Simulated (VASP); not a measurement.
HfN, 2 atoms in the cell. Symmetry: I4/mmm, No. 139, tetragonal system. Conventional cell: a = 3.195 Å, b = 3.195 Å, c = 4.608 Å, α = 90.00°, β = 90.00°, γ = 90.00°. Hf (site symmetry 4/mmm) has 6 N at 2.26 to 2.30 Å within 3.0 Å. Within 3.0 Å of N (site symmetry 4/mmm) lie 6 Hf at 2.26 to 2.30 Å.  This cell differs from its parent crystal: zz strain of +2 %.

- Program: VASP 6.6.1
- Task: electric field gradients
- Functional: PBEsol
- Potentials or basis: VASP PAW PBE potentials, release 64 (Hf_pv, N)
- Cutoff: 520 eV
- k mesh: 10 × 10 × 10
- Occupations: fermi-dirac, width 0.01 eV
- Spin: no spin polarisation
- Dipole correction: no
- Further INCAR settings: ALGO = Normal; EDIFF = 1e-08; NBANDS = 14

Potentials or basis: VASP PAW PBE potentials, release 64 (Hf_pv, N).

Run with:

```bash
$ cat potpaw_PBE.64/Hf_pv/POTCAR potpaw_PBE.64/N/POTCAR > POTCAR
$ mpirun -np 1 vasp_std > vasp.out
```

Hardware: 1 thread of Intel(R) Xeon(R) Platinum 8259CL CPU @ 2.50GHz (Skylake/Cascade Lake), with other jobs on the host.

How long does it take, and how much memory?

It took 20 s on 1 thread of Intel(R) Xeon(R) Platinum 8259CL CPU @ 2.50GHz (Skylake/Cascade Lake), with other jobs on the host, peak memory 0.16 GiB. Counts: scf iterations 15, k points 102.
